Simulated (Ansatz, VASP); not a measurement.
**AlN in VASP and in Ansatz**

```xyz
4
Lattice="3.3003 0.0000 0.0000 -1.6501 2.8581 0.0000 0.0000 0.0000 3.9442" Properties=species:S:1:pos:R:3 pbc="T T T"
Al    0.0000    1.9054    2.9581
Al    1.6501    0.9527    0.9860
N     0.0000    1.9054    0.9860
N     1.6501    0.9527    2.9581
```

Alike in both runs: task single point; functional PBEsol; k mesh 9 × 9 × 6; occupations gaussian, width 0.05 eV; no spin polarisation.

|  | VASP | Ansatz |
| --- | --- | --- |
| version | VASP 6.6.1 | Ansatz 0.2.0 |
| potentials or method | VASP PAW PBE potentials, release 64 (Al, N), cutoff 520 eV | scalar-relativistic, plane waves, PAW |
| valence electrons in the cell | 16 | 16 |

Ansatz gave:

```
gap on the k mesh at the Fermi level (eV)                     : 3.78
least direct gap on the mesh (eV)                             : 3.78
pressure (GPa)                                                : 11.4
traceless stress, the component that is largest in VASP (GPa) : 8.09
```

Problem. Which values does VASP return?

Solution. gap on the k mesh at the Fermi level (eV): 3.79; least direct gap on the mesh (eV): 3.79; pressure (GPa): 11.5; traceless stress, the component that is largest in VASP (GPa): 8.20.

VASP's potentials were made for PBE, not for PBEsol, and Ansatz warns of the same on its side.
